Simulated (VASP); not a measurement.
# KI (Fm-3m) in VASP: a series of runs, part 2 of 2

VASP 6.6.1.

### Step 3. Single point, BLYP

Contents of INCAR:

```
PREC = Accurate
ENCUT = 520
EDIFF = 1E-6
ISMEAR = 0
SIGMA = 0.1
LREAL = False
LASPH = True
NELM = 80
ALGO = Normal
ISIF = 2
LWAVE = False
LCHARG = False
GGA = B5
ALDAX = 1.0
AGGAX = 1.0
AGGAC = 1.0
ALDAC = 0.0
ISYM = 0
NBANDS = 15
```

Contents of KPOINTS:

```
regular mesh
0
Gamma
  3 2 2
```

Contents of POSCAR:

```
KI
1.0
    0.0000000000      3.5424356157      3.5424356157
    3.5424356157      0.0000000000      3.5424356157
    3.5424356157      3.5424356157      0.0000000000
K I
1 1
Direct
    0.0000000000      0.0000000000      0.0000000000
    0.5000000000      0.5000000000      0.5000000000
```

Potentials or basis: VASP PAW PBE potentials, release 64 (K_sv, I).

On the command line:

```bash
> cat potpaw_PBE.64/K_sv/POTCAR potpaw_PBE.64/I/POTCAR > POTCAR
> mpirun -np 1 vasp_std > vasp.out
```

OUTCAR:

```text
PREC = Accurate
   ENCUT = 520
   EDIFF = 1E-6
   ISMEAR = 0
   LREAL = False
   LASPH = True
   NELM = 80
   ISIF = 2
   GGA = B5
   ISYM = 0

 ion  position               nearest neighbor table
   1  0.000  0.000  0.000-   2 3.54   2 3.54   2 3.54   2 3.54   2 3.54   2 3.54
   2  0.500  0.500  0.500-   1 3.54   1 3.54   1 3.54   1 3.54   1 3.54   1 3.54

IMPORTANT INFORMATION: All symmetrisations will be switched off!
NOSYMM: (Re-)initialisation of all symmetry stuff for point group C_1.

----------------------------------------------------------------------------------------

                                     Primitive cell

  volume of cell :      88.9070

  direct lattice vectors                    reciprocal lattice vectors
     0.000000000  3.542435616  3.542435616    -0.141145826  0.141145826  0.141145826
     3.542435616  0.000000000  3.542435616     0.141145826 -0.141145826  0.141145826
     3.542435616  3.542435616  0.000000000     0.141145826  0.141145826 -0.141145826

  length of vectors
     5.009760492  5.009760492  5.009760492     0.244471741  0.244471741  0.244471741

  position of ions in fractional coordinates (direct lattice)
     0.000000000  0.000000000  0.000000000
     0.500000000  0.500000000  0.500000000

  ion indices of the primitive-cell ions
   primitive index   ion index
                 1           1
                 2           2

----------------------------------------------------------------------------------------

 KPOINTS: regular mesh

Automatic generation of k-mesh.
 Grid dimensions read from file:
 generate k-points for:    3    2    2

 Generating k-lattice:

  Cartesian coordinates                     Fractional coordinates (reciprocal lattice)
    -0.047048609  0.047048609  0.047048609     0.333333333  0.000000000  0.000000000
     0.070572913 -0.070572913  0.070572913     0.000000000  0.500000000  0.000000000
     0.070572913  0.070572913 -0.070572913     0.000000000  0.000000000  0.500000000

  Length of vectors
     0.081490580  0.122235871  0.122235871

  Shift w.r.t. Gamma in fractional coordinates (k-lattice)
     0.000000000  0.000000000  0.000000000

 -----------------------------------------------------------------------------
|                                                                             |
|           W    W    AA    RRRRR   N    N  II  N    N   GGGG   !!!           |
|           W    W   A  A   R    R  NN   N  II  NN   N  G    G  !!!           |
|           W    W  A    A  R    R  N N  N  II  N N  N  G       !!!           |
|           W WW W  AAAAAA  RRRRR   N  N N  II  N  N N  G  GGG   !            |
|           WW  WW  A    A  R   R   N   NN  II  N   NN  G    G                |
|           W    W  A    A  R    R  N    N  II  N    N   GGGG   !!!           |
|                                                                             |
|     Your reciprocal lattice and k-lattice belong to different lattice       |
|     classes:                                                                |
|                                                                             |
|        The reciprocal lattice is body-centered cubic,                       |
|        whereas your k-lattice is body-centered orthorhombic.                |
|                                                                             |
|     Results are often still useful ...                                      |
|                                                                             |
 -----------------------------------------------------------------------------

 WARNING: IBZKPT: internal override: KBLOWUP is changed to .FALSE.
      ... skipping the blow-up phase ...

 Subroutine IBZKPT returns following result:
 ===========================================
[... 24 lines left out ...]
   ICHARG =      2    charge: 1-file 2-atom 10-const
   ISPIN  =      1    spin polarized calculation?
   LNONCOLLINEAR =      F non collinear calculations
   LSORBIT =      F    spin-orbit coupling
   LASPH  =      T    aspherical Exc in radial PAW
   ENCUT  =  520.0 eV  38.22 Ry    6.18 a.u.   9.31  9.31  9.31*2*pi/ulx,y,z
   NELM   =     80;   NELMIN=  2; NELMDL= -5     # of ELM steps
   EDIFF  = 0.1E-05   stopping-criterion for ELM
   LREAL  =      F    real-space projection
   EDIFFG = 0.1E-04   stopping-criterion for IOM
   NSW    =      0    number of steps for IOM
   IBRION =     -1    ionic relax: 0-MD 1-quasi-New 2-CG
   NFREE  =      0    steps in history (QN), initial steepest desc. (CG)
   ISIF   =      2    stress and relaxation
   ISYM   =      0    0-nonsym 1-usesym 2-fastsym
   POTIM  = 0.5000    time-step for ionic-motion
   TEBEG  =    0.0;   TEEND  =   0.0 temperature during run
   PSTRESS=    0.0 pullay stress
   NELECT =      16.0000    total number of electrons
   NUPDOWN=      -1.0000    fix difference up-down
   EMIN   =  10.00;   EMAX   =-10.00  energy-range for DOS
   EFERMI =   0.00;   METHOD = LEGACY
   ISMEAR =     0;   SIGMA  =   0.10  broadening in eV -4-tet -1-fermi 0-gaus
   EFERMI_NEDOS =   21; number of points for ismear=-14 and -15
   IALGO  =     38    algorithm
   IMIX   =      4    mixing-type and parameters
     AMIX     =   0.40;   BMIX     =  1.00
     AMIX_MAG =   1.60;   BMIX_MAG =  1.00
  volume/ion in A,a.u.               =      44.45       299.99
  Fermi-wavevector in a.u.,A,eV,Ry     =   0.924279  1.746633 11.623332  0.854291
  Thomas-Fermi vector in A             =   2.050007
   LORBIT       =      0    0 simple, 1 ext, 2 COOP (PROOUT), +10 PAW based schemes
   GGA     = B5    functional components
   LHFCALC =     F    Hartree Fock is set to
   AEXX    =    0.0000 exact exchange contribution
   IVDW    =     0    specifies the selected vdW correction
   LEPSILON=     F    determine dielectric tensor
   LRPA    =     F    only Hartree local field effects (RPA)
 non-spin polarized calculation
 Gauss-broadening in eV      SIGMA  =   0.10
  energy-cutoff  :      520.00
  volume of cell :       88.91
 maximum number of plane-waves:      2421
 NGX is ok and might be reduce to    40
   NGX = 19   NGY = 19   NGZ = 19

 number of electron      15.9999999 magnetization

 Free energy of the ion-electron system (eV)
  ---------------------------------------------------
  ext. energy  EPLUGINS =         0.00000000
  ---------------------------------------------------
  free energy    TOTEN  =        -5.00258889 eV

  energy without entropy =       -5.00258889  energy(sigma->0) =       -5.00258889

 E-fermi :   0.3786     XC(G=0):  -6.7821

 val. band max:       -0.0767751506   @ k =   0.0000   0.0000   0.0000
 cond. band min:       3.8749498586   @ k =   0.0000   0.0000   0.0000
 fundamental gap:      3.9517250092
 Fermi energy:         0.3786225370

 k-point     1 :       0.0000    0.0000    0.0000
  band No.  band energies     occupation
      1     -28.6988      2.00000
      2     -12.2644      2.00000
      3     -12.2589      2.00000
      4     -12.2585      2.00000
      5     -10.5599      2.00000
      6      -0.0775      2.00000
      7      -0.0775      2.00000
      8      -0.0768      2.00000
      9       3.8749      0.00000
     10       6.3396      0.00000
     11       6.3407      0.00000
     12       6.3413      0.00000
     13       7.0129      0.00000
     14       7.0132      0.00000
[... 113 lines left out ...]
      2     -12.3625      2.00000
      3     -12.2740      2.00000
      4     -12.2649      2.00000
      5     -10.3319      2.00000
      6      -1.2291      2.00000
      7      -0.5346      2.00000
      8      -0.4199      2.00000
      9       5.7219      0.00000
     10       6.9450      0.00000
     11       7.4060      0.00000
     12       8.0834      0.00000
     13       8.3296      0.00000
     14       8.6185      0.00000
     15       9.6144      0.00000

------------------------ aborting loop because EDIFF is reached ----------------------------------------

  FORCE on cell =-STRESS in cart. coord.  units (eV):
  Direction    XX          YY          ZZ          XY          YZ          ZX
  --------------------------------------------------------------------------------------
  -------------------------------------------------------------------------------------
  Total        0.8555645      0.8631748      0.8631260      0.1327936     -0.1227389      0.1327899
  in kB       15.4179780     15.5551234     15.5542431      2.3930495     -2.2118565      2.3929836
  external PRESSURE =      15.5091148 kB  Pullay stress =       0.0000000 kB

 VOLUME and BASIS-vectors are now :
 -----------------------------------------------------------------------------
  energy-cutoff  :      520.00
  volume of cell :       88.91
      direct lattice vectors                 reciprocal lattice vectors
     0.000000000  3.542435616  3.542435616    -0.141145826  0.141145826  0.141145826
     3.542435616  0.000000000  3.542435616     0.141145826 -0.141145826  0.141145826
     3.542435616  3.542435616  0.000000000     0.141145826  0.141145826 -0.141145826

 POSITION                                       TOTAL-FORCE (eV/Angst)
 -----------------------------------------------------------------------------------
      0.00000      0.00000      0.00000        -0.000004      0.000002     -0.000002
      3.54244      3.54244      3.54244         0.000004     -0.000002      0.000002
 -----------------------------------------------------------------------------------
    total drift:                                0.000001     -0.000001     -0.000003

  FREE ENERGIE OF THE ION-ELECTRON SYSTEM (eV)
  ---------------------------------------------------
  free  energy   TOTEN  =        -5.0025888938 eV

  energy  without entropy=       -5.0025888938  energy(sigma->0) =       -5.00258889
```

OSZICAR:

```text
N       E                     dE             d eps       ncg     rms          rms(c)
DAV:   1     0.976271402680E+02    0.97627E+02   -0.66635E+03   240   0.922E+02
DAV:   2     0.907379041721E+00   -0.96720E+02   -0.90465E+02   318   0.214E+02
DAV:   3    -0.484859993113E+01   -0.57560E+01   -0.57267E+01   331   0.463E+01
DAV:   4    -0.513805694286E+01   -0.28946E+00   -0.28936E+00   376   0.934E+00
DAV:   5    -0.514044443805E+01   -0.23875E-02   -0.23874E-02   338   0.941E-01    0.348E+00
DAV:   6    -0.501858133777E+01    0.12186E+00   -0.13559E-01   303   0.189E+00    0.248E+00
DAV:   7    -0.500014480222E+01    0.18437E-01   -0.13460E-01   303   0.171E+00    0.913E-01
DAV:   8    -0.500247956559E+01   -0.23348E-02   -0.12797E-02   289   0.746E-01    0.138E-01
DAV:   9    -0.500247113649E+01    0.84291E-05   -0.51550E-04   324   0.125E-01    0.845E-02
DAV:  10    -0.500259065283E+01   -0.11952E-03   -0.18498E-04   268   0.767E-02    0.399E-02
DAV:  11    -0.500258863137E+01    0.20215E-05   -0.47874E-05   312   0.347E-02    0.802E-03
DAV:  12    -0.500258889378E+01   -0.26242E-06   -0.22047E-06   310   0.956E-03
   1 F= -.50025889E+01 E0= -.50025889E+01  d E =-.132957E-10
```

Wall time 26 s (1 thread of AMD EPYC 9R45 (Zen 5), shared host); peak memory 0.2 GiB.

What came out:

```yaml
Free_energy: -5.0026 eV
Pressure: 1.6 GPa
Band_gap_on_the_k_mesh: 3.95 eV, direct
```

Caveat: the k points lie up to 0.77 Å⁻¹ apart; the PAW data sets were made with another functional, which shifts forces and pressure a little; spin-orbit coupling is left out, which moves the levels of the heavy elements.
